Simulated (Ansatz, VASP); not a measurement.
# Ir: VASP beside Ansatz

```
CELL_PARAMETERS angstrom
2.75138 0.00000 0.00000
-1.37569 2.38276 0.00000
0.00000 0.00000 4.46229
ATOMIC_POSITIONS crystal
Ir 0.66667 0.33333 0.75000
Ir 0.33333 0.66667 0.25000
```

Alike in both runs: task relaxation of cell and atoms; functional LDA; k mesh 9 × 9 × 4; occupations gaussian, width 0.1 eV; no spin polarisation.

```csv
,VASP,Ansatz
version,VASP 6.6.1,Ansatz 0.2.0
potentials or method,"VASP PAW LDA potentials, release 64 (Ir_sv_GW), cutoff 560 eV","scalar-relativistic, plane waves, PAW"
valence electrons in the cell,34,34
```

|  | VASP | Ansatz | Ansatz less VASP |
| --- | --- | --- | --- |
| gap on the k mesh at the Fermi level, each at its own relaxed structure (eV) | none | none | - |
| relaxed volume (Å³/atom) | 13.88 | 13.88 | 0.000 |
| relaxed length of the cell vector where the two differ most in proportion (Å) | 4.385 | 4.387 | +0.0025 |

LDA's correlation is that of Perdew and Zunger in VASP and of Perdew and Wang (1992) in Ansatz. A gap of «none» marks a metal or a gap that the smearing closes.

Spin-orbit coupling is off throughout.
